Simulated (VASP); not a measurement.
# Si3C2 (I4/mmm) in VASP: a series of runs

Runs on Si3C2. Level: PBE. Tasks: single point.

All numbers are computed with VASP 6.6.1; they aren't measurements. Logs are shortened: lines on timing, memory, paths and dates and some standing lists are left out, and cuts for length are marked.

## Step 1: The cell of the first run

It takes space group I4/mmm (No. 139, tetragonal). The conventional cell has a = 2.787 Å, b = 2.787 Å, c = 14.474 Å, α = 90.00°, β = 90.00°, γ = 90.00°. Si (site symmetry 4/mmm) has 6 Si at 2.52 to 2.79 Å and 8 C at 3.26 Å within 3.3 Å. Within 2.6 Å of Si (site symmetry 4mm) lie 5 C at 1.97 to 2.12 Å and 1 Si at 2.52 Å. Within 2.6 Å of C (site symmetry 4mm) lie 5 Si at 1.97 to 2.12 Å.

## Step 2: Single point, PBE

Input file INCAR:

```
SYSTEM = Si3C2
PREC = Accurate
ENCUT = 520
EDIFF = 1E-6
ISMEAR = 0
SIGMA = 0.1
LREAL = .FALSE.
LASPH = .TRUE.
NELM = 80
ALGO = Normal
ISIF = 2
LWAVE = .FALSE.
LCHARG = .FALSE.
GGA = PE
NBANDS = 18
```

Input file KPOINTS:

```
Automatic mesh
0
G
  8 8 8
  0 0 0
```

Input file POSCAR:

```
Si3C2
1.0
   -1.3933007606      1.3933007606      7.2369894302
    1.3933007606     -1.3933007606      7.2369894302
    1.3933007606      1.3933007606     -7.2369894302
Si C
3 2
Direct
    0.5000000000      0.5000000000      0.0000000000
    0.6739517912      0.6739517912      0.0000000000
    0.3260482088      0.3260482088      0.0000000000
    0.8206235661      0.8206235661      0.0000000000
    0.1793764339      0.1793764339      0.0000000000
```

Potentials or basis: VASP PAW PBE potentials, release 64 (Si, C).

Launch:

```console
> cat potpaw_PBE.64/Si/POTCAR potpaw_PBE.64/C/POTCAR > POTCAR
> mpirun -np 1 vasp_std > vasp.out
```

OUTCAR:

```text
SYSTEM = Si3C2
   PREC = Accurate
   ENCUT = 520
   EDIFF = 1E-6
   ISMEAR = 0
   LREAL = .FALSE.
   LASPH = .TRUE.
   NELM = 80
   ISIF = 2
   GGA = PE

 ion  position               nearest neighbor table
   1  0.500  0.500  0.000-   2 2.52   3 2.52
   2  0.674  0.674  0.000-   5 1.97   5 1.97   5 1.97   5 1.97   4 2.12   1 2.52   3 2.95   3 2.95
                             3 2.95   3 2.95
   3  0.326  0.326  0.000-   4 1.97   4 1.97   4 1.97   4 1.97   5 2.12   1 2.52   2 2.95   2 2.95
                             2 2.95   2 2.95
   4  0.821  0.821  0.000-   3 1.97   3 1.97   3 1.97   3 1.97   2 2.12
   5  0.179  0.179  0.000-   2 1.97   2 1.97   2 1.97   2 1.97   3 2.12

  LATTYP: Found a body centered tetragonal cell.
 ALAT       =     2.7866015212
 C/A-ratio  =     5.1941329789

  Lattice vectors:

 A1 = (  -1.3933007606,   1.3933007606,   7.2369894302)
 A2 = (   1.3933007606,  -1.3933007606,   7.2369894302)
 A3 = (   1.3933007606,   1.3933007606,  -7.2369894302)

Analysis of symmetry for initial positions (statically):
=====================================================================
 Subroutine PRICEL returns:
 Original cell was already a primitive cell.

 Routine SETGRP: Setting up the symmetry group for a
 body centered tetragonal supercell.

 Subroutine GETGRP returns: Found 16 space group operations
 (whereof 16 operations were pure point group operations)
 out of a pool of 16 trial point group operations.

The static configuration has the point symmetry D_4h.

Analysis of symmetry for dynamics (positions and initial velocities):
=====================================================================
 Subroutine PRICEL returns:
 Original cell was already a primitive cell.

 Routine SETGRP: Setting up the symmetry group for a
 body centered tetragonal supercell.

 Subroutine GETGRP returns: Found 16 space group operations
 (whereof 16 operations were pure point group operations)
 out of a pool of 16 trial point group operations.

The dynamic configuration has the point symmetry D_4h.

 Subroutine INISYM returns: Found 16 space group operations
 (whereof 16 operations are pure point group operations),
 and found     1 'primitive' translations

----------------------------------------------------------------------------------------

                                     Primitive cell

  volume of cell :      56.1963

  direct lattice vectors                    reciprocal lattice vectors
    -1.393300761  1.393300761  7.236989430     0.000000000  0.358860064  0.069089503
     1.393300761 -1.393300761  7.236989430     0.358860064  0.000000000  0.069089503
     1.393300761  1.393300761 -7.236989430     0.358860064  0.358860064  0.000000000

  length of vectors
     7.500439323  7.500439323  7.500439323     0.365450277  0.365450277  0.507504769

  position of ions in fractional coordinates (direct lattice)
     0.500000000  0.500000000  0.000000000
     0.673951791  0.673951791  0.000000000
     0.326048209  0.326048209  0.000000000
     0.820623566  0.820623566  0.000000000
     0.179376434  0.179376434  0.000000000

  ion indices of the primitive-cell ions
   primitive index   ion index
                 1           1
                 2           2
                 3           3
                 4           4
                 5           5

----------------------------------------------------------------------------------------

 KPOINTS: Automatic mesh

Automatic generation of k-mesh.
 Grid dimensions read from file:
 generate k-points for:    8    8    8

 Generating k-lattice:

  Cartesian coordinates                     Fractional coordinates (reciprocal lattice)
     0.000000000  0.044857508  0.008636188     0.125000000  0.000000000 -0.000000000
     0.044857508  0.000000000  0.008636188     0.000000000  0.125000000 -0.000000000
     0.044857508  0.044857508  0.000000000     0.000000000  0.000000000  0.125000000

  Length of vectors
     0.045681285  0.045681285  0.063438096

  Shift w.r.t. Gamma in fractional coordinates (k-lattice)
     0.000000000  0.000000000  0.000000000

 Subroutine IBZKPT returns following result:
 ===========================================

 Found     59 irreducible k-points:

 Following reciprocal coordinates:
            Coordinates               Weight
  0.000000  0.000000  0.000000      1.000000
  0.125000 -0.000000  0.000000      8.000000
  0.250000 -0.000000  0.000000      8.000000
  0.375000 -0.000000  0.000000      8.000000
  0.500000 -0.000000  0.000000      4.000000
  0.125000  0.125000  0.000000      8.000000
[... 16 lines left out ...]
  0.250000  0.125000  0.125000     16.000000
  0.375000  0.125000  0.125000      8.000000
 [... further k-points ...]
   k-points           NKPTS =     59   k-points in BZ     NKDIM =     59   number of bands    NBANDS=     18
   number of dos      NEDOS =    301   number of ions     NIONS =      5
   total plane-waves  NPLWV = 175616
   dimension x,y,z NGX =    56 NGY =   56 NGZ =   56
   dimension x,y,z NGXF=   112 NGYF=  112 NGZF=  112
   ions per type =               3   2
   NGX,Y,Z   is equivalent  to a cutoff of  12.41, 12.41, 12.41 a.u.
   NGXF,Y,Z  is equivalent  to a cutoff of  24.82, 24.82, 24.82 a.u.
 SYSTEM =  Si3C2
   PREC   = accura    normal or accurate (medium, high low for compatibility)
   ISTART =      0    job   : 0-new  1-cont  2-samecut
   ICHARG =      2    charge: 1-file 2-atom 10-const
   ISPIN  =      1    spin polarized calculation?
   LNONCOLLINEAR =      F non collinear calculations
   LSORBIT =      F    spin-orbit coupling
   LASPH  =      T    aspherical Exc in radial PAW
   ENCUT  =  520.0 eV  38.22 Ry    6.18 a.u.  13.95 13.95 13.95*2*pi/ulx,y,z
   NELM   =     80;   NELMIN=  2; NELMDL= -5     # of ELM steps
   EDIFF  = 0.1E-05   stopping-criterion for ELM
   LREAL  =      F    real-space projection
   EDIFFG = 0.1E-04   stopping-criterion for IOM
   NSW    =      0    number of steps for IOM
   IBRION =     -1    ionic relax: 0-MD 1-quasi-New 2-CG
   NFREE  =      0    steps in history (QN), initial steepest desc. (CG)
   ISIF   =      2    stress and relaxation
   ISYM   =      2    0-nonsym 1-usesym 2-fastsym
   POTIM  = 0.5000    time-step for ionic-motion
   TEBEG  =    0.0;   TEEND  =   0.0 temperature during run
   PSTRESS=    0.0 pullay stress
   NELECT =      20.0000    total number of electrons
   NUPDOWN=      -1.0000    fix difference up-down
   EMIN   =  10.00;   EMAX   =-10.00  energy-range for DOS
   EFERMI =   0.00;   METHOD = LEGACY
   ISMEAR =     0;   SIGMA  =   0.10  broadening in eV -4-tet -1-fermi 0-gaus
   EFERMI_NEDOS =   21; number of points for ismear=-14 and -15
   IALGO  =     38    algorithm
   IMIX   =      4    mixing-type and parameters
     AMIX     =   0.40;   BMIX     =  1.00
     AMIX_MAG =   1.60;   BMIX_MAG =  1.00
  volume/ion in A,a.u.               =      11.24        75.85
  Fermi-wavevector in a.u.,A,eV,Ry     =   1.160154  2.192373 18.312858  1.345957
  Thomas-Fermi vector in A             =   2.296739
   LORBIT       =      0    0 simple, 1 ext, 2 COOP (PROOUT), +10 PAW based schemes
   GGA     = PE    functional components
   LHFCALC =     F    Hartree Fock is set to
   AEXX    =    0.0000 exact exchange contribution
   IVDW    =     0    specifies the selected vdW correction
   LEPSILON=     F    determine dielectric tensor
   LRPA    =     F    only Hartree local field effects (RPA)
 non-spin polarized calculation
 Gauss-broadening in eV      SIGMA  =   0.10
  energy-cutoff  :      520.00
  volume of cell :       56.20
 maximum number of plane-waves:      1547
   NGX = 27   NGY = 27   NGZ = 27

 number of electron      19.9999999 magnetization

 Free energy of the ion-electron system (eV)
  ---------------------------------------------------
  ext. energy  EPLUGINS =         0.00000000
  ---------------------------------------------------
  free energy    TOTEN  =       -30.76547392 eV

  energy without entropy =      -30.75501582  energy(sigma->0) =      -30.76024487

 E-fermi :   8.6992     XC(G=0): -11.3841

 val. band max:        8.6670896189   @ k =  -0.1250  -0.3750   0.1250
 cond. band min:       8.7444525132   @ k =  -0.1250   0.3750   0.1250
 fundamental gap:      0.0773628944
 Fermi energy:         8.6992191791

 k-point     1 :       0.0000    0.0000    0.0000
  band No.  band energies     occupation
      1      -8.0888      2.00000
      2      -5.0345      2.00000
      3      -1.6938      2.00000
      4       3.7079      2.00000
      5       4.5734      2.00000
      6       6.2712      2.00000
[... 10 lines left out ...]
     17      17.8422      0.00000
     18      18.5883      0.00000

 k-point     2 :       0.1250   -0.0000    0.0000
  band No.  band energies     occupation
      1      -7.8237      2.00000
      2      -4.7962      2.00000
      3      -1.3906      2.00000
      4       3.5676      2.00000
      5       4.1067      2.00000
      6       5.6578      2.00000
[... 10 lines left out ...]
     17      17.4928      0.00000
     18      18.8487      0.00000

 k-point     3 :       0.2500   -0.0000    0.0000
  band No.  band energies     occupation
      1      -7.0347      2.00000
      2      -4.1005      2.00000
      3      -0.5219      2.00000
      4       1.3267      2.00000
      5       3.7488      2.00000
      6       4.3660      2.00000
[... 10 lines left out ...]
     17      18.2023      0.00000
     18      18.4801      0.00000

 k-point     4 :       0.3750   -0.0000    0.0000
  band No.  band energies     occupation
      1      -5.7464      2.00000
      2      -3.1729      2.00000
      3      -1.0844      2.00000
      4       0.7502      2.00000
      5       1.6667      2.00000
      6       4.8795      2.00000
[... 375 lines left out ...]
      4       2.0816      2.00000
      5       2.5478      2.00000
      6       4.5640      2.00000
[... 10 lines left out ...]
     17      18.2777      0.00000
     18      18.7811      0.00000

 k-point    23 :       0.2500    0.1250    0.1250
  band No.  band energies     occupation
      1      -4.7362      2.00000
      2      -2.2936      2.00000
      3      -0.0412      2.00000
      4       1.7253      2.00000
      5       2.5631      2.00000
      6       3.4639      2.00000
[... 10 lines left out ...]
     17      17.2214      0.00000
     18      18.0880      0.00000

 k-point    24 :       0.3750    0.1250    0.1250
  band No.  band energies     occupation
      1      -3.1041      2.00000
      2      -3.0994      2.00000
      3       0.1125      2.00000
      4       0.3244      2.00000
      5       3.4271      2.00000
      6       4.4776      2.00000
[... 10 lines left out ...]
     17      16.2551      0.00000
     18      17.3008      0.00000

 [... further k-points ...]
[... 5 lines left out ...]
  --------------------------------------------------------------------------------------
  -------------------------------------------------------------------------------------
  Total        0.0255336      0.0255336     -0.0690027      0.0000000      0.0000000      0.0000000
  in kB        0.7279713      0.7279713     -1.9672927      0.0000000      0.0000000      0.0000000
  external PRESSURE =      -0.1704501 kB  Pullay stress =       0.0000000 kB

 VOLUME and BASIS-vectors are now :
 -----------------------------------------------------------------------------
  energy-cutoff  :      520.00
  volume of cell :       56.20
      direct lattice vectors                 reciprocal lattice vectors
    -1.393300761  1.393300761  7.236989430     0.000000000  0.358860064  0.069089503
     1.393300761 -1.393300761  7.236989430     0.358860064  0.000000000  0.069089503
     1.393300761  1.393300761 -7.236989430     0.358860064  0.358860064  0.000000000

 POSITION                                       TOTAL-FORCE (eV/Angst)
 -----------------------------------------------------------------------------------
      0.00000      0.00000      7.23699         0.000000      0.000000      0.000000
      0.00000      0.00000      9.75476        -0.000000     -0.000000     -0.019631
      0.00000      0.00000      4.71921        -0.000000     -0.000000      0.019631
      0.00000      0.00000     11.87769         0.000000      0.000000     -0.006514
      0.00000      0.00000      2.59629        -0.000000     -0.000000      0.006514
 -----------------------------------------------------------------------------------
    total drift:                                0.000000     -0.000000     -0.000000

  FREE ENERGIE OF THE ION-ELECTRON SYSTEM (eV)
  ---------------------------------------------------
  free  energy   TOTEN  =       -30.7654739185 eV

  energy  without entropy=      -30.7550158189  energy(sigma->0) =      -30.76024487
```

Wall time 4.8 min (1 thread of Intel Xeon Platinum 8175M at 2.50GHz (Skylake/Cascade Lake), shared host); peak memory 0.43 GiB.

Results:

```yaml
Free_energy: -30.7655 eV
Pressure: 0.0 GPa
Largest_force: 0.020 eV/Å
Band_gap_on_the_k_mesh: zero (bands 10 and 11 overlap by 2.85 eV)
```

Forces in eV/Å, atoms in the order of the input:
```
Si   0.000  0.000  0.000
Si   0.000  0.000 -0.020
Si   0.000  0.000  0.020
C    0.000  0.000 -0.007
C    0.000  0.000  0.007
```

(Part 1 of 2 ends here.)

The gap in the log of VASP goes by the Fermi energy; the results here count the filled bands.